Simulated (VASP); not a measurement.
# Ge (P6_3mc) in VASP: a series of runs

Ge is run at these levels: PBE, PBEsol; tasks: single point.

All numbers are computed with VASP 6.6.1; they aren't measurements. Logs are shortened: lines on timing, memory, paths and dates and some standing lists are left out, and cuts for length are marked.

## (1) The cell of the first run

It takes space group P6_3mc (No. 186, hexagonal). Conventional cell: a = 4.104 Å, b = 4.104 Å, c = 11.138 Å, α = 90.00°, β = 90.00°, γ = 120.00°. Within 3.3 Å of Ge (site symmetry 3m) lie 3 Ge at 2.47 Å. Within 3.3 Å of Ge (site symmetry 3m) lie 3 Ge at 2.47 Å.

## (2) Single point, PBE

The input, INCAR:

```
PREC = Accurate
ENCUT = 520
EDIFF = 1E-7
ISMEAR = -1
SIGMA = 0.05
LREAL = False
LASPH = True
NELM = 60
ALGO = Normal
ISIF = 2
LWAVE = False
LCHARG = False
GGA = PE
NBANDS = 36
```

The input, KPOINTS:

```
Automatic mesh
0
Gamma
  8 8 3
```

The input, POSCAR:

```
Ge
1.0
    4.1037054460      0.0000000000      0.0000000000
   -2.0518527230      3.5539131659      0.0000000000
    0.0000000000      0.0000000000     11.1380250504
Ge
4
Direct
    0.6666666667      0.3333333333      0.4148480000
    0.3333333333      0.6666666667      0.9148480000
    0.0000000000      0.0000000000      0.4774520000
    0.0000000000      0.0000000000      0.9774520000
```

Potentials or basis: VASP PAW PBE potentials, release 64 (Ge_d).

Run with:

```console
$ cat potpaw_PBE.64/Ge_d/POTCAR > POTCAR
$ mpirun -np 1 vasp_std > vasp.out
```

OUTCAR:

```text
PREC = Accurate
   ENCUT = 520
   EDIFF = 1E-7
   ISMEAR = -1
   LREAL = False
   LASPH = True
   NELM = 60
   ISIF = 2
   GGA = PE

 ion  position               nearest neighbor table
   1  0.667  0.333  0.415-   3 2.47   3 2.47   3 2.47
   2  0.333  0.667  0.915-   4 2.47   4 2.47   4 2.47
   3  0.000  0.000  0.477-   1 2.47   1 2.47   1 2.47
   4  0.000  0.000  0.977-   2 2.47   2 2.47   2 2.47

  LATTYP: Found a hexagonal cell.
 ALAT       =     4.1037054460
 C/A-ratio  =     2.7141385260

  Lattice vectors:

 A1 = (   4.1037054460,   0.0000000000,   0.0000000000)
 A2 = (  -2.0518527230,   3.5539131659,   0.0000000000)
 A3 = (   0.0000000000,   0.0000000000,  11.1380250504)

Analysis of symmetry for initial positions (statically):
=====================================================================
 Subroutine PRICEL returns:
 Original cell was already a primitive cell.

 Routine SETGRP: Setting up the symmetry group for a
 hexagonal supercell.

 Subroutine GETGRP returns: Found 12 space group operations
 (whereof  6 operations were pure point group operations)
 out of a pool of 24 trial point group operations.

The static configuration has the point symmetry C_3v.
 The point group associated with its full space group is C_6v.

Analysis of symmetry for dynamics (positions and initial velocities):
=====================================================================
 Subroutine PRICEL returns:
 Original cell was already a primitive cell.

 Routine SETGRP: Setting up the symmetry group for a
 hexagonal supercell.

 Subroutine GETGRP returns: Found 12 space group operations
 (whereof  6 operations were pure point group operations)
 out of a pool of 24 trial point group operations.

The dynamic configuration has the point symmetry C_3v.
 The point group associated with its full space group is C_6v.

 Subroutine INISYM returns: Found 12 space group operations
 (whereof  6 operations are pure point group operations),
 and found     1 'primitive' translations

----------------------------------------------------------------------------------------

                                     Primitive cell

  volume of cell :     162.4393

  direct lattice vectors                    reciprocal lattice vectors
     4.103705446  0.000000000  0.000000000     0.243682207  0.140689988  0.000000000
[... 81 lines left out ...]
   LSORBIT =      F    spin-orbit coupling
   LASPH  =      T    aspherical Exc in radial PAW
   ENCUT  =  520.0 eV  38.22 Ry    6.18 a.u.   7.63  7.63 20.71*2*pi/ulx,y,z
   NELM   =     60;   NELMIN=  2; NELMDL= -5     # of ELM steps
   EDIFF  = 0.1E-06   stopping-criterion for ELM
   LREAL  =      F    real-space projection
   EDIFFG = 0.1E-05   stopping-criterion for IOM
   NSW    =      0    number of steps for IOM
   IBRION =     -1    ionic relax: 0-MD 1-quasi-New 2-CG
   NFREE  =      0    steps in history (QN), initial steepest desc. (CG)
   ISIF   =      2    stress and relaxation
   ISYM   =      2    0-nonsym 1-usesym 2-fastsym
   POTIM  = 0.5000    time-step for ionic-motion
   TEBEG  =    0.0;   TEEND  =   0.0 temperature during run
   PSTRESS=    0.0 pullay stress
   NELECT =      56.0000    total number of electrons
   NUPDOWN=      -1.0000    fix difference up-down
   EMIN   =  10.00;   EMAX   =-10.00  energy-range for DOS
   EFERMI =   0.00;   METHOD = LEGACY
   ISMEAR =    -1;   SIGMA  =   0.05  broadening in eV -4-tet -1-fermi 0-gaus
   EFERMI_NEDOS =   21; number of points for ismear=-14 and -15
   IALGO  =     38    algorithm
   IMIX   =      4    mixing-type and parameters
     AMIX     =   0.40;   BMIX     =  1.00
     AMIX_MAG =   1.60;   BMIX_MAG =  1.00
  volume/ion in A,a.u.               =      40.61       274.05
  Fermi-wavevector in a.u.,A,eV,Ry     =   1.147908  2.169232 17.928301  1.317693
  Thomas-Fermi vector in A             =   2.284586
   LORBIT       =      0    0 simple, 1 ext, 2 COOP (PROOUT), +10 PAW based schemes
   GGA     = PE    functional components
   LHFCALC =     F    Hartree Fock is set to
   AEXX    =    0.0000 exact exchange contribution
   IVDW    =     0    specifies the selected vdW correction
   LEPSILON=     F    determine dielectric tensor
   LRPA    =     F    only Hartree local field effects (RPA)
 non-spin polarized calculation
  energy-cutoff  :      520.00
  volume of cell :      162.44
 maximum number of plane-waves:      4416
 NGX is ok and might be reduce to    32
   NGX = 15   NGY = 15   NGZ = 41

 number of electron      55.9999996 magnetization

 Free energy of the ion-electron system (eV)
  ---------------------------------------------------
  ext. energy  EPLUGINS =         0.00000000
  ---------------------------------------------------
  free energy    TOTEN  =       -16.14866359 eV

  energy without entropy =      -16.14829314  energy(sigma->0) =      -16.14847836

 E-fermi :   0.6091     XC(G=0):  -7.0188

 val. band max:        0.3336706421   @ k =   0.3750   0.2500   0.0000
 cond. band min:       0.8120633551   @ k =   0.0000   0.0000   0.0000
 fundamental gap:      0.4783927130
 Fermi energy:         0.6090534383

 k-point     1 :       0.0000    0.0000    0.0000
  band No.  band energies     occupation
      1     -23.8583      2.00000
      2     -23.8583      2.00000
      3     -23.8583      2.00000
      4     -23.8583      2.00000
      5     -23.8229      2.00000
      6     -23.8229      2.00000
[... 769 lines left out ...]
     35       6.8368      0.00000
     36       7.1964      0.00000

------------------------ aborting loop because EDIFF is reached ----------------------------------------

  FORCE on cell =-STRESS in cart. coord.  units (eV):
  Direction    XX          YY          ZZ          XY          YZ          ZX
  --------------------------------------------------------------------------------------
  -------------------------------------------------------------------------------------
  Total       -1.7618900     -1.7618900     -0.3876582      0.0000000      0.0000000      0.0000000
  in kB      -17.3779356    -17.3779356     -3.8235642      0.0000000      0.0000000      0.0000000
  external PRESSURE =     -12.8598118 kB  Pullay stress =       0.0000000 kB

 VOLUME and BASIS-vectors are now :
 -----------------------------------------------------------------------------
  energy-cutoff  :      520.00
  volume of cell :      162.44
      direct lattice vectors                 reciprocal lattice vectors
     4.103705446  0.000000000  0.000000000     0.243682207  0.140689988  0.000000000
    -2.051852723  3.553913166  0.000000000     0.000000000  0.281379976  0.000000000
     0.000000000  0.000000000 11.138025050     0.000000000  0.000000000  0.089782524

 POSITION                                       TOTAL-FORCE (eV/Angst)
 -----------------------------------------------------------------------------------
      2.05185      1.18464      4.62059        -0.000000      0.000000      0.114241
     -0.00000      2.36928     10.18960        -0.000000     -0.000000      0.114241
      0.00000      0.00000      5.31787         0.000000      0.000000     -0.114241
      0.00000      0.00000     10.88688        -0.000000      0.000000     -0.114241
 -----------------------------------------------------------------------------------
    total drift:                               -0.000001     -0.000001     -0.000705

  FREE ENERGIE OF THE ION-ELECTRON SYSTEM (eV)
  ---------------------------------------------------
  free  energy   TOTEN  =       -16.1486635932 eV

  energy  without entropy=      -16.1482931357  energy(sigma->0) =      -16.14847836
```

Wall time 51 s (1 thread of Intel Xeon 6975P-C (Granite Rapids), shared host); peak memory 0.32 GiB.

What came out:

```
Free energy            : -16.1487 eV
Pressure               : -1.3 GPa
Largest force          : 0.114 eV/Å
Band gap on the k mesh : 0.48 eV (least direct gap 0.65 eV)
```

Forces on the atoms (eV/Å):
```
Ge   0.000  0.000  0.114
Ge   0.000  0.000  0.114
Ge   0.000  0.000 -0.114
Ge   0.000  0.000 -0.114
```

Stress tensor (GPa, compression positive):
```
-1.74  0.00  0.00
 0.00 -1.74  0.00
 0.00  0.00 -0.38
```

Caveat: an odd mesh through Γ misses points on the zone boundary, where band edges can lie.

## (3) Single point, PBE

This run uses another cell than the first one, of 41.39 Å³/atom.

The input, INCAR:

```
PREC = Accurate ; ENCUT = 520
EDIFF = 1E-6 ; ISMEAR = -1
SIGMA = 0.05 ; LREAL = F
LASPH = T ; NELM = 100
ALGO = Normal ; ISIF = 2
LWAVE = F ; LCHARG = F
GGA = PE ; NBANDS = 36
```

KPOINTS is that of step 2.

The input, POSCAR:

```
Ge
1.0
    4.1298444020      0.0000000000      0.0000000000
   -2.0649222010      3.5765501658      0.0000000000
    0.0000000000      0.0000000000     11.2089697979
Ge
4
Direct
    0.6666666667      0.3333333333      0.4148480000
    0.3333333333      0.6666666667      0.9148480000
    0.0000000000      0.0000000000      0.4774520000
    0.0000000000      0.0000000000      0.9774520000
```

Potentials or basis: VASP PAW PBE potentials, release 64 (Ge_d).

Run with:

```console
$ cat potpaw_PBE.64/Ge_d/POTCAR > POTCAR
$ mpirun -np 1 vasp_std > vasp.out
```

Wall time 49 s (1 thread of Intel Xeon 6975P-C (Granite Rapids), shared host); peak memory 0.3 GiB.

It converged, with:

| Item | Value |
| --- | --- |
| Free energy | -16.1201 eV |
| Pressure | -1.7 GPa |
| Largest force | 0.154 eV/Å |
| Band gap on the k mesh | 0.38 eV (least direct gap 0.57 eV) |

Forces on the atoms (eV/Å):
```
Ge   0.000  0.000  0.154
Ge   0.000  0.000  0.154
Ge   0.000  0.000 -0.154
Ge   0.000  0.000 -0.154
```

Stress tensor (GPa, compression positive):
```
-2.34  0.00  0.00
 0.00 -2.34  0.00
 0.00  0.00 -0.43
```

Levels at points of the mesh, in eV from the valence-band top:
| k point | band 25 | band 26 | band 27 | band 28 | band 29 | band 30 | band 31 | band 32 |
| --- | --- | --- | --- | --- | --- | --- | --- | --- |
| (0.00, 0.00, 0.00) | -0.19 | -0.19 | -0.18 | -0.18 | 0.38 | 0.61 | 2.02 | 3.89 |
| (0.50, 0.00, 0.00) | -1.61 | -1.59 | -0.92 | -0.76 | 0.90 | 1.10 | 1.82 | 1.90 |

Caveat: an odd mesh through Γ misses points on the zone boundary, where band edges can lie.

## (4) Single point, PBEsol

This run uses another cell than the first one, of 39.05 Å³/atom.

The input, INCAR:

```
  PREC = Accurate
  ENCUT = 520
  EDIFF = 1E-6
  ISMEAR = -1
  SIGMA = 0.03
  LREAL = F
  LASPH = T
  NELM = 80
  ALGO = Normal
  ISIF = 2
  LWAVE = F
  LCHARG = F
  GGA = PS
  NBANDS = 36
```

The input, KPOINTS:

```
Automatic mesh
0
Gamma
  5 5 2
```

The input, POSCAR:

```
Ge
1.0
    4.0504045371      0.0000000000      0.0000000000
   -2.0252022685      3.5077532247      0.0000000000
    0.0000000000      0.0000000000     10.9933590000
Ge
4
Direct
    0.6666666667      0.3333333333      0.4148480000
    0.3333333333      0.6666666667      0.9148480000
    0.0000000000      0.0000000000      0.4774520000
    0.0000000000      0.0000000000      0.9774520000
```

Run with:

```console
$ cat potpaw_PBE.64/Ge_d/POTCAR > POTCAR
$ mpirun -np 1 vasp_std > vasp.out
```

Run time: 1.7 min. Hardware: 1 thread of Intel Xeon 8259CL, shared host; peak memory 0.27 GiB.

Results (log left out):

* Free energy: -17.3631 eV
* Pressure: -1.6 GPa
* Largest force: 0.166 eV/Å
* Band gap on the k mesh: 0.79 eV

Forces on the atoms (eV/Å):
```
Ge   0.000  0.000  0.166
Ge   0.000  0.000  0.166
Ge   0.000  0.000 -0.166
Ge   0.000  0.000 -0.166
```

Stress tensor (GPa, compression positive):
```
-2.01  0.00  0.00
 0.00 -2.01  0.00
 0.00  0.00 -0.67
```

Levels at points of the mesh, in eV from the valence-band top:
```csv
k point,band 24,band 25,band 26,band 27,band 28,band 29,band 30,band 31,band 32,band 33
"(0.00, 0.00, 0.00)",-2.85,-0.01,-0.01,0.00,0.00,0.79,0.98,2.09,4.22,4.27
"(0.00, 0.00, 0.50)",-3.09,-0.01,-0.01,-0.01,-0.01,0.84,0.84,3.06,3.06,4.29
```

Caveat: the PAW data sets were made with another functional, which shifts forces and pressure a little; an odd mesh through Γ misses points on the zone boundary, where band edges can lie.

## (5) Summary

| level | cell | k mesh | smearing | gap on the mesh (eV) | pressure (GPa) | largest force (eV/Å) |
| --- | --- | --- | --- | --- | --- | --- |
| PBE | a = 4.104, b = 4.104, c = 11.138 Å, angles 90.0, 90.0, 120.0°, 4 atoms | 8 × 8 × 3 | fermi-dirac 0.05 eV | 0.48 | -1.3 | 0.11 |
| PBE | a = 4.130, b = 4.130, c = 11.209 Å, angles 90.0, 90.0, 120.0°, 4 atoms | 8 × 8 × 3 | fermi-dirac 0.05 eV | 0.38 | -1.7 | 0.15 |
| PBEsol | a = 4.050, b = 4.050, c = 10.993 Å, angles 90.0, 90.0, 120.0°, 4 atoms | 5 × 5 × 2 | fermi-dirac 0.03 eV | 0.79 | -1.6 | 0.17 |

Alike in all rows: task single point; potentials or basis VASP PAW PBE potentials, release 64 (Ge_d); no spin polarisation; cutoff (eV) 520.

Caveats: an odd mesh through Γ misses points on the zone boundary, where band edges can lie; the PAW data sets were made with another functional, which shifts forces and pressure a little (at least some runs).

Absolute energies hang on the potentials; compare differences alone.
